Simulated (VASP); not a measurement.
**BiH3Pb: single point with PBE**

The system is BiH3Pb.

```
Bi H Pb
1.0
     3.91879    0.00000    0.00000
    -1.95939    3.39377    0.00000
     0.00000    0.00000    6.86846
Bi H Pb
1 3 1
Cartesian
  0.0000 0.0000 4.7113
  0.9797 1.6969 3.9078
  1.9594 0.0000 3.9078
  2.9391 1.6969 3.9078
  0.0000 0.0000 1.2494
```

The cell was generated, and may not be a known phase.

```yaml
Program: VASP 6.6.1
Task: single point
Functional: PBE
Potentials_or_basis: VASP PAW PBE potentials, release 64 (Bi_d, H, Pb_d)
Cutoff: 520 eV
k_mesh: 6 × 6 × 4
Occupations: gaussian, width 0.1 eV
Spin: no spin polarisation
```

```yaml
Pressure: -0.1 GPa
Largest_force: 0.014 eV/Å
Band_gap_on_the_k_mesh: zero (bands 16 and 17 overlap by 1.29 eV)
```

Forces in eV/Å, atoms in the order of the input:
```
Bi   0.000  0.000  0.014
H    0.000  0.000 -0.005
H    0.000  0.000 -0.005
H    0.000  0.000 -0.005
Pb   0.000  0.000  0.000
```

Levels at points of the mesh, in eV from the Fermi level:
```csv
k point,band 12,band 13,band 14,band 15,band 16,band 17,band 18,band 19,band 20,band 21
"(0.00, 0.00, 0.00)",-8.99,-5.25,0.17,0.17,0.43,1.32,1.32,3.77,4.59,4.59
"(0.50, 0.00, 0.00)",-7.55,-7.54,-3.37,-2.73,-1.79,-0.29,1.30,2.67,4.77,5.30
"(0.00, 0.00, 0.50)",-9.42,-3.86,-0.71,0.17,0.17,1.45,1.45,2.14,4.23,4.23
"(0.50, 0.00, 0.50)",-7.95,-7.51,-2.69,-2.29,-2.20,0.85,1.22,2.34,2.80,5.32
```

Run time: 61 s on 1 thread of Oxide Virtual Turin-like Processor, on a shared host, peak memory 0.2 GiB.

Caveat: spin-orbit coupling is left out, which moves the levels of the heavy elements.
